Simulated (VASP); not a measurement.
# Sc (Pm-3m) in VASP: further runs

The runs below take Sc through single point, relaxation of cell and atoms, with LDA.

Program: VASP 6.6.1. These are calculated values, not measurements. Logs are shortened: lines on timing, memory, paths and dates and some standing lists are left out, and cuts for length are marked.

### 1 The cell of the first run

Symmetry: Pm-3m, No. 221, cubic system. The conventional cell has a = 2.480 Å, b = 2.480 Å, c = 2.480 Å, α = 90.00°, β = 90.00°, γ = 90.00°. Sc (site symmetry m-3m) has 6 Sc at 2.48 Å within 3.3 Å.

### 2 Single point, LDA

File INCAR:

```
PREC = Accurate ; ENCUT = 520
EDIFF = 1E-6 ; ISMEAR = -1
SIGMA = 0.05 ; LREAL = F
LASPH = T ; NELM = 60
ALGO = Normal ; ISIF = 2
LWAVE = F ; LCHARG = T
LELF = T ; LVHAR = T
NBANDS = 12
```

File KPOINTS:

```
regular mesh
0
Gamma
  15 15 15
```

File POSCAR:

```
Sc
1.0
    2.4801852068      0.0000000000      0.0000000000
    0.0000000000      2.4801852068      0.0000000000
    0.0000000000      0.0000000000      2.4801852068
Sc
1
Direct
    0.0000000000      0.0000000000      0.0000000000
```

Potentials or basis: VASP PAW LDA potentials, release 64 (Sc_sv).

Run with:

```console
cat potpaw_LDA.64/Sc_sv/POTCAR > POTCAR
mpirun -np 1 vasp_std > vasp.out
```

OUTCAR:

```text
PREC = Accurate
   ENCUT = 520
   EDIFF = 1E-6
   ISMEAR = -1
   LREAL = F
   LASPH = T
   NELM = 60
   ISIF = 2

 ion  position               nearest neighbor table
   1  0.000  0.000  0.000-

  LATTYP: Found a simple cubic cell.
 ALAT       =     2.4801852068

  Lattice vectors:

 A1 = (   2.4801852068,   0.0000000000,   0.0000000000)
 A2 = (   0.0000000000,   2.4801852068,   0.0000000000)
 A3 = (   0.0000000000,   0.0000000000,   2.4801852068)

Analysis of symmetry for initial positions (statically):
=====================================================================
 Subroutine PRICEL returns:
 Original cell was already a primitive cell.

 Routine SETGRP: Setting up the symmetry group for a
 simple cubic supercell.

 Subroutine GETGRP returns: Found 48 space group operations
 (whereof 48 operations were pure point group operations)
 out of a pool of 48 trial point group operations.

The static configuration has the point symmetry O_h .

Analysis of symmetry for dynamics (positions and initial velocities):
=====================================================================
 Subroutine PRICEL returns:
 Original cell was already a primitive cell.

 Routine SETGRP: Setting up the symmetry group for a
 simple cubic supercell.

 Subroutine GETGRP returns: Found 48 space group operations
 (whereof 48 operations were pure point group operations)
 out of a pool of 48 trial point group operations.

The dynamic configuration has the point symmetry O_h .

 Subroutine INISYM returns: Found 48 space group operations
 (whereof 48 operations are pure point group operations),
 and found     1 'primitive' translations

----------------------------------------------------------------------------------------

                                     Primitive cell

  volume of cell :      15.2564

  direct lattice vectors                    reciprocal lattice vectors
     2.480185207  0.000000000  0.000000000     0.403195696  0.000000000  0.000000000
     0.000000000  2.480185207  0.000000000     0.000000000  0.403195696  0.000000000
     0.000000000  0.000000000  2.480185207     0.000000000  0.000000000  0.403195696

  length of vectors
     2.480185207  2.480185207  2.480185207     0.403195696  0.403195696  0.403195696

  position of ions in fractional coordinates (direct lattice)
     0.000000000  0.000000000  0.000000000

  ion indices of the primitive-cell ions
   primitive index   ion index
                 1           1

----------------------------------------------------------------------------------------

 KPOINTS: regular mesh

Automatic generation of k-mesh.
 Grid dimensions read from file:
 generate k-points for:   15   15   15

 Generating k-lattice:

  Cartesian coordinates                     Fractional coordinates (reciprocal lattice)
     0.026879713  0.000000000  0.000000000     0.066666667  0.000000000  0.000000000
     0.000000000  0.026879713  0.000000000     0.000000000  0.066666667  0.000000000
     0.000000000  0.000000000  0.026879713     0.000000000  0.000000000  0.066666667

  Length of vectors
     0.026879713  0.026879713  0.026879713

  Shift w.r.t. Gamma in fractional coordinates (k-lattice)
     0.000000000  0.000000000  0.000000000

 Subroutine IBZKPT returns following result:
 ===========================================

 Found    120 irreducible k-points:

 Following reciprocal coordinates:
            Coordinates               Weight
  0.000000  0.000000  0.000000      1.000000
  0.066667  0.000000  0.000000      6.000000
  0.133333  0.000000  0.000000      6.000000
  0.200000  0.000000  0.000000      6.000000
  0.266667  0.000000  0.000000      6.000000
  0.333333  0.000000  0.000000      6.000000
[... 16 lines left out ...]
  0.266667  0.200000  0.000000     24.000000
  0.333333  0.200000  0.000000     24.000000
 [... further k-points ...]
   k-points           NKPTS =    120   k-points in BZ     NKDIM =    120   number of bands    NBANDS=     12
   number of dos      NEDOS =    301   number of ions     NIONS =      1
   total plane-waves  NPLWV =   5832
   dimension x,y,z NGX =    18 NGY =   18 NGZ =   18
   dimension x,y,z NGXF=    36 NGYF=   36 NGZF=   36
   ions per type =               1
   NGX,Y,Z   is equivalent  to a cutoff of  12.07, 12.07, 12.07 a.u.
   NGXF,Y,Z  is equivalent  to a cutoff of  24.13, 24.13, 24.13 a.u.
 SYSTEM =  unknown system
   PREC   = accura    normal or accurate (medium, high low for compatibility)
   ISTART =      0    job   : 0-new  1-cont  2-samecut
   ICHARG =      2    charge: 1-file 2-atom 10-const
   ISPIN  =      1    spin polarized calculation?
   LNONCOLLINEAR =      F non collinear calculations
   LSORBIT =      F    spin-orbit coupling
   LASPH  =      T    aspherical Exc in radial PAW
   ENCUT  =  520.0 eV  38.22 Ry    6.18 a.u.   4.61  4.61  4.61*2*pi/ulx,y,z
   NELM   =     60;   NELMIN=  2; NELMDL= -5     # of ELM steps
   EDIFF  = 0.1E-05   stopping-criterion for ELM
   LREAL  =      F    real-space projection
   EDIFFG = 0.1E-04   stopping-criterion for IOM
   NSW    =      0    number of steps for IOM
   IBRION =     -1    ionic relax: 0-MD 1-quasi-New 2-CG
   NFREE  =      0    steps in history (QN), initial steepest desc. (CG)
   ISIF   =      2    stress and relaxation
   ISYM   =      2    0-nonsym 1-usesym 2-fastsym
   POTIM  = 0.5000    time-step for ionic-motion
   TEBEG  =    0.0;   TEEND  =   0.0 temperature during run
   PSTRESS=    0.0 pullay stress
   NELECT =      11.0000    total number of electrons
   NUPDOWN=      -1.0000    fix difference up-down
   EMIN   =  10.00;   EMAX   =-10.00  energy-range for DOS
   EFERMI =   0.00;   METHOD = LEGACY
   ISMEAR =    -1;   SIGMA  =   0.05  broadening in eV -4-tet -1-fermi 0-gaus
   EFERMI_NEDOS =   21; number of points for ismear=-14 and -15
   IALGO  =     38    algorithm
   IMIX   =      4    mixing-type and parameters
     AMIX     =   0.40;   BMIX     =  1.00
     AMIX_MAG =   1.60;   BMIX_MAG =  1.00
  volume/ion in A,a.u.               =      15.26       102.96
  Fermi-wavevector in a.u.,A,eV,Ry     =   1.467985  2.774089 29.320282  2.154980
  Thomas-Fermi vector in A             =   2.583537
   LORBIT       =      0    0 simple, 1 ext, 2 COOP (PROOUT), +10 PAW based schemes
   GGA     = CA    functional components
   LHFCALC =     F    Hartree Fock is set to
   AEXX    =    0.0000 exact exchange contribution
   IVDW    =     0    specifies the selected vdW correction
   LEPSILON=     F    determine dielectric tensor
   LRPA    =     F    only Hartree local field effects (RPA)
 non-spin polarized calculation
  energy-cutoff  :      520.00
  volume of cell :       15.26
 maximum number of plane-waves:       437
   NGX =  9   NGY =  9   NGZ =  9

 number of electron      10.9999996 magnetization

 Free energy of the ion-electron system (eV)
  ---------------------------------------------------
  ext. energy  EPLUGINS =         0.00000000
  ---------------------------------------------------
  free energy    TOTEN  =        -5.40377792 eV

  energy without entropy =       -5.38873389  energy(sigma->0) =       -5.39625590

 E-fermi :   6.8853     XC(G=0): -12.2410

 val. band max:        6.8675898307   @ k =   0.2667   0.2667   0.0667
 cond. band min:       6.8882995113   @ k =   0.4000   0.2000   0.0667
 fundamental gap:      0.0207096806
 Fermi energy:         6.8853010515

 k-point     1 :       0.0000    0.0000    0.0000
  band No.  band energies     occupation
      1     -41.6670      2.00000
      2     -19.3172      2.00000
      3     -19.3172      2.00000
      4     -19.3172      2.00000
      5       1.5338      2.00000
      6       5.4708      2.00000
      7       5.4708      2.00000
      8      13.3611      0.00000
      9      13.3611      0.00000
     10      13.3611      0.00000
     11      25.1279      0.00000
     12      25.1279      0.00000

 k-point     2 :       0.0667    0.0000    0.0000
  band No.  band energies     occupation
      1     -41.6487      2.00000
      2     -19.4322      2.00000
      3     -19.3075      2.00000
      4     -19.3075      2.00000
      5       1.6843      2.00000
      6       5.5133      2.00000
      7       5.6244      2.00000
      8      13.1834      0.00000
      9      13.1834      0.00000
     10      13.3738      0.00000
     11      24.2373      0.00000
     12      25.3813      0.00000

 k-point     3 :       0.1333    0.0000    0.0000
  band No.  band energies     occupation
      1     -41.5964      2.00000
      2     -19.7498      2.00000
      3     -19.2800      2.00000
      4     -19.2800      2.00000
      5       2.1047      2.00000
      6       5.6357      2.00000
      7       6.0648      2.00000
      8      12.7122      0.00000
      9      12.7122      0.00000
     10      13.4098      0.00000
     11      22.4963      0.00000
     12      26.0826      0.00000
[... 286 lines left out ...]
 k-point    23 :       0.2667    0.2000    0.0000
  band No.  band energies     occupation
      1     -41.2837      2.00000
      2     -20.5743      2.00000
      3     -20.0237      2.00000
      4     -19.1177      2.00000
      5       4.2600      2.00000
      6       6.6584      1.97883
      7       8.1680      0.00000
      8      10.5373      0.00000
      9      11.6006      0.00000
     10      12.4173      0.00000
     11      20.2450      0.00000
     12      23.1220      0.00000

 k-point    24 :       0.3333    0.2000    0.0000
  band No.  band energies     occupation
      1     -41.1968      2.00000
      2     -21.0089      2.00000
      3     -19.9640      2.00000
      4     -19.0734      2.00000
      5       4.7870      2.00000
      6       6.7164      1.93399
      7       8.3936      0.00000
      8      10.8621      0.00000
      9      11.0831      0.00000
     10      12.4934      0.00000
     11      18.9961      0.00000
     12      23.7693      0.00000

 [... further k-points ...]

------------------------ aborting loop because EDIFF is reached ----------------------------------------

  FORCE on cell =-STRESS in cart. coord.  units (eV):
  Direction    XX          YY          ZZ          XY          YZ          ZX
  --------------------------------------------------------------------------------------
  -------------------------------------------------------------------------------------
  Total        3.1315444      3.1315444      3.1315444      0.0000000      0.0000000     -0.0000000
  in kB      328.8643691    328.8643691    328.8643691      0.0000000      0.0000000     -0.0000000
  external PRESSURE =     328.8643691 kB  Pullay stress =       0.0000000 kB

 VOLUME and BASIS-vectors are now :
 -----------------------------------------------------------------------------
  energy-cutoff  :      520.00
  volume of cell :       15.26
      direct lattice vectors                 reciprocal lattice vectors
     2.480185207  0.000000000  0.000000000     0.403195696  0.000000000  0.000000000
     0.000000000  2.480185207  0.000000000     0.000000000  0.403195696  0.000000000
     0.000000000  0.000000000  2.480185207     0.000000000  0.000000000  0.403195696

 POSITION                                       TOTAL-FORCE (eV/Angst)
 -----------------------------------------------------------------------------------
      0.00000      0.00000      0.00000         0.000000      0.000000      0.000000
 -----------------------------------------------------------------------------------
    total drift:                                0.000000      0.000000      0.000000

  FREE ENERGIE OF THE ION-ELECTRON SYSTEM (eV)
  ---------------------------------------------------
  free  energy   TOTEN  =        -5.4037779187 eV

  energy  without entropy=       -5.3887338880  energy(sigma->0) =       -5.39625590
```

Wall time 12 s (1 thread of Intel Xeon Platinum 8259CL at 2.50GHz (Skylake/Cascade Lake), shared host); peak memory 0.13 GiB.

Results:

```yaml
Free_energy: -5.4038 eV
Pressure: 32.9 GPa
```

Levels at points of the mesh, in eV from the Fermi level:
```csv
k point,band 2,band 3,band 4,band 5,band 6,band 7,band 8,band 9
"(0.00, 0.00, 0.00)",-26.20,-26.20,-26.20,-5.35,-1.41,-1.41,6.48,6.48
```

### 3 Single point, LDA

File INCAR:

```
SYSTEM = Sc
PREC = Accurate ; ENCUT = 520
EDIFF = 1E-6 ; ISMEAR = -1
SIGMA = 0.05 ; LREAL = .FALSE.
LASPH = .TRUE. ; NELM = 60
ALGO = Normal ; ISIF = 2
LWAVE = .FALSE. ; LCHARG = .FALSE.
NBANDS = 12
```

File KPOINTS:

```
Automatic mesh
0
G
  15 15 15
  0 0 0
```

File POSCAR:

```
Sc
1.0
    2.4798688841      0.0000000000      0.0000000000
    0.0000000000      2.4798688841      0.0000000000
    0.0000000000      0.0000000000      2.4798688841
Sc
1
Direct
    0.0000000000      0.0000000000      0.0000000000
```

Potentials or basis: VASP PAW LDA potentials, release 64 (Sc_sv).

Run with:

```console
cat potpaw_LDA.64/Sc_sv/POTCAR > POTCAR
mpirun -np 1 vasp_std > vasp.out
```

Wall time 13 s (1 thread of Intel Xeon Platinum 8259CL at 2.50GHz (Skylake/Cascade Lake), shared host); peak memory 0.13 GiB.

The run converged. Its results:

```
Free energy : -5.4026 eV
Pressure    : 32.9 GPa
```

Levels at points of the mesh, in eV from the Fermi level:
```
           k point  band 1  band 2  band 3  band 4  band 5  band 6  band 7  band 8  band 9  band 10
(0.00, 0.00, 0.00)  -48.55  -26.20  -26.20  -26.20   -5.35   -1.42   -1.42    6.48    6.48     6.48
```

### 4 Relaxation of cell and atoms, LDA, target pressure 32 GPa, at which the enthalpy is minimised

File INCAR:

```
SYSTEM = Sc
PREC = Accurate
ENCUT = 600
EDIFF = 1E-7
ISMEAR = -1
SIGMA = 0.05
LREAL = .False.
LASPH = .True.
NELM = 60
ALGO = Normal
ISIF = 3
LWAVE = .False.
LCHARG = .False.
IBRION = 2
NSW = 32
EDIFFG = -0.005
PSTRESS = 320.0
```

File KPOINTS:

```
regular mesh
0
Gamma
  15 15 15
  0 0 0
```

File POSCAR:

```
Sc
1.0
    2.4801852068      0.0000000000      0.0000000000
    0.0000000000      2.4801852068      0.0000000000
    0.0000000000      0.0000000000      2.4801852068
Sc
1
Direct
    0.0000000000      0.0000000000      0.0000000000
```

Run with:

```console
cat potpaw_LDA.64/Sc_sv/POTCAR > POTCAR
mpirun -np 1 vasp_std > vasp.out
```

Wall time 26 s (1 thread of Intel Xeon Platinum 8259CL at 2.50GHz (Skylake/Cascade Lake), shared host); peak memory 0.13 GiB.

It converged, with:

| Item | Value |
| --- | --- |
| Free energy | -5.4258 eV |
| Relaxed volume | 15.36 Å³/atom |
| Relaxed cell | a = 2.486 Å, b = 2.486 Å, c = 2.486 Å, α = 90.00°, β = 90.00°, γ = 90.00° |
| Space group after relaxing (to 0.05 Å) | Pm-3m (No. 221) |
| Energy change on relaxing (the enthalpy is what falls) | -22.0 meV/atom |
| Ionic steps | 3 |
| Pressure after relaxing | 32.0 GPa |

Step by step:
| step | energy change (eV) | largest force (eV/Å) | pressure (GPa) | volume (Å³) |
| --- | --- | --- | --- | --- |
| 1 | 0.0000 | 0.0000 | 32.97 | 15.26 |
| 2 | -0.0409 | 0.0000 | 31.19 | 15.46 |
| 3 | -0.0220 | 0.0000 | 32.00 | 15.36 |

Final structure:
```xyz
1
Lattice="2.4860 0.0000 0.0000 0.0000 2.4860 0.0000 0.0000 0.0000 2.4860" Properties=species:S:1:pos:R:3 pbc="T T T"
Sc    0.0000    0.0000    0.0000
```

Levels at points of the mesh, in eV from the Fermi level:
```tsv
k point	band 2	band 3	band 4	band 5	band 6	band 7	band 8	band 9
(0.00, 0.00, 0.00)	-26.23	-26.23	-26.23	-5.36	-1.40	-1.40	6.43	6.43
```

Caveat: the cell is relaxed towards a set pressure, so the enthalpy falls and the energy may rise.

### 5 Relaxation of cell and atoms, LDA, target pressure 32 GPa, at which the enthalpy is minimised

This run uses another cell than the first one, of 16.79 Å³/atom, 1.101 times its volume.

File INCAR:

```
SYSTEM = Sc
ALGO     = Normal         ! electronic algorithm
EDIFF    = 1E-7           ! SCF threshold, eV
EDIFFG   = -0.005         ! ionic threshold
ENCUT    = 600            ! plane-wave cutoff, eV
IBRION   = 2              ! ionic algorithm
ISIF     = 3              ! what is computed and relaxed
ISMEAR   = -1             ! smearing method
LASPH    = .True.         ! aspherical terms in the spheres
LCHARG   = .False.        ! write CHGCAR
LREAL    = .False.        ! projectors in reciprocal space
LWAVE    = .False.        ! write WAVECAR
NELM     = 80             ! most SCF steps
NSW      = 60             ! ionic steps
PREC     = Accurate       ! precision mode
PSTRESS  = 320.0        
SIGMA    = 0.05           ! smearing width, eV
```

File KPOINTS:

```
k-points
0
Gamma
  15 15 15
  0 0 0
```

File POSCAR:

```
Sc
1.0
    2.5607104458      0.0000000000      0.0000000000
    0.0000000000      2.5607104458      0.0000000000
    0.0000000000      0.0000000000      2.5607104458
Sc
1
Direct
    0.0000000000      0.0000000000      0.0000000000
```

Run with:

```console
cat potpaw_LDA.64/Sc_sv/POTCAR > POTCAR
mpirun -np 1 vasp_std > vasp.out
```

Run time: 44 s. Hardware: 1 thread of Intel Xeon Platinum 8259CL at 2.50GHz (Skylake/Cascade Lake), shared host; peak memory 0.14 GiB.

Results (log left out):

* Free energy: -5.4264 eV
* Relaxed volume: 15.37 Å³/atom
* Relaxed cell: a = 2.486 Å, b = 2.486 Å, c = 2.486 Å, α = 90.00°, β = 90.00°, γ = 90.00°
* Space group after relaxing (to 0.05 Å): Pm-3m (No. 221)
* Energy change on relaxing (the enthalpy is what falls): +234.8 meV/atom
* Ionic steps: 6
* Pressure after relaxing: 32.0 GPa

The path:
```tsv
step	energy change (eV)	largest force (eV/Å)	pressure (GPa)	volume (Å³)
1	0.0000	0.0000	21.46	16.79
2	0.4960	0.0000	43.36	14.25
3	0.2326	0.0000	31.90	15.38
4	0.2380	0.0000	32.13	15.35
5	0.2329	0.0000	31.92	15.38
6	0.2348	0.0000	31.99	15.37
```

Final structure:
```yaml
crystal:
  lattice:
    - [2.48614, 0.00000, 0.00000]
    - [0.00000, 2.48614, 0.00000]
    - [0.00000, 0.00000, 2.48614]
  atoms:
    - { symbol: Sc, position: [0.00000, 0.00000, 0.00000] }
```

Levels at points of the mesh, in eV from the Fermi level:
```
           k point  band 3  band 4  band 5  band 6  band 7  band 8
(0.00, 0.00, 0.00)  -26.23  -26.23   -5.36   -1.40   -1.40    6.43
```

Caveat: the cell is relaxed towards a set pressure, so the enthalpy falls and the energy may rise.

### 6 Summary

```csv
task,cell,cutoff (eV),gap on the mesh (eV),pressure (GPa)
single point,"a = 2.480 Å, 1 atom",520,none,32.9
relaxation of cell and atoms,"relaxed to 32 GPa from a = 2.480 Å, 1 atom",600,none,32.0
relaxation of cell and atoms,"relaxed to 32 GPa from a = 2.561 Å, 1 atom",600,none,32.0
```

Alike in all rows: level LDA; potentials or basis VASP PAW LDA potentials, release 64 (Sc_sv); no spin polarisation; k mesh 15 × 15 × 15; smearing fermi-dirac 0.05 eV.

Caveats: the cell is relaxed towards a set pressure, so the enthalpy falls and the energy may rise (some runs).

Total energies depend on the potentials used, so only differences within one code and one set of settings carry meaning.
